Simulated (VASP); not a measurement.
**Si: relaxation of the atoms with PBE**

The system is Si, a slab with vacuum.

```
Si
1.0
     3.86754    0.00000    0.00000
    -1.93377    3.34938    0.00000
     0.00000    0.00000   19.43730
Si
5
Direct
  0.33333 0.66667 0.20579
  0.00000 0.00000 0.24641
  0.00000 0.00000 0.37487
  0.66667 0.33333 0.40835
  0.33333 0.66667 0.36770
```

* Program: VASP 6.6.1
* Task: relaxation of the atoms
* Functional: PBE
* Potentials or basis: VASP PAW PBE potentials, release 64 (Si)
* Cutoff: 520 eV
* k mesh: 9 × 9 × 1
* Occupations: gaussian, width 0.05 eV
* Spin: collinear spin
* Starting moments: [0.0, 0.0, 0.0, 0.0, 2.0] μB
* Dipole correction: yes
* Atoms held fixed (from 0): [0, 1, 2, 3]
* Further INCAR settings: ALGO = Normal; EDIFF = 1e-06; IBRION = 2; EDIFFG = -0.025; NSW = 36
* Atoms held along some axes (from 0): atom 4 along a and b

The energy gained by relaxing is 231.8 meV/atom, the ionic steps are 7 and the band gap on the k mesh is zero (filled and empty bands overlap). The net moment is 0.00 μB per cell. The valence electrons inside the program's atomic spheres are Si 1.68, 1.63, 1.70, 1.66, 1.64.

The path:
| step | energy change (eV) | largest force on free atoms (eV/Å) | pressure (GPa) |
| --- | --- | --- | --- |
| 1 | 0.0000 | 1.4003 | 4.65 |
| 2 | -0.1006 | 1.5710 | 4.48 |
| 3 | -0.4645 | 2.0559 | 4.09 |
| 4 | -1.1329 | 0.6798 | 3.28 |
| 5 | -1.0635 | 1.5936 | 3.38 |
| 6 | -1.1581 | 0.1393 | 3.25 |
| 7 | -1.1591 | 0.0136 | 3.25 |

Final structure:
```yaml
crystal:
  lattice:
    - [3.86754, 0.00000, 0.00000]
    - [-1.93377, 3.34938, 0.00000]
    - [0.00000, 0.00000, 19.43730]
  atoms:
    - { symbol: Si, position: [0.33333, 0.66667, 0.20579] }
    - { symbol: Si, position: [0.00000, 0.00000, 0.24641] }
    - { symbol: Si, position: [0.00000, 0.00000, 0.37487] }
    - { symbol: Si, position: [0.66667, 0.33333, 0.40835] }
    - { symbol: Si, position: [0.33333, 0.66667, 0.32910] }
```

Levels at points of the mesh, in eV from the Fermi level:
Spin up:
```
           k point  band 8  band 9  band 10  band 11  band 12  band 13
(0.00, 0.00, 0.00)   -2.05   -1.82    -0.82    -0.82     0.46     1.27
```
Spin down:
| k point | band 6 | band 7 | band 8 | band 9 | band 10 | band 11 | band 12 | band 13 | band 14 | band 15 |
| --- | --- | --- | --- | --- | --- | --- | --- | --- | --- | --- |
| (0.00, 0.00, 0.00) | -3.18 | -2.05 | -2.05 | -1.82 | -0.82 | -0.82 | 0.46 | 1.27 | 2.01 | 2.11 |

Wall time 7.4 min on 4 MPI ranks on Intel(R) Xeon(R) Platinum 8375C CPU @ 2.90GHz (Ice Lake) (shared host), peak memory 0.5 GiB a rank.
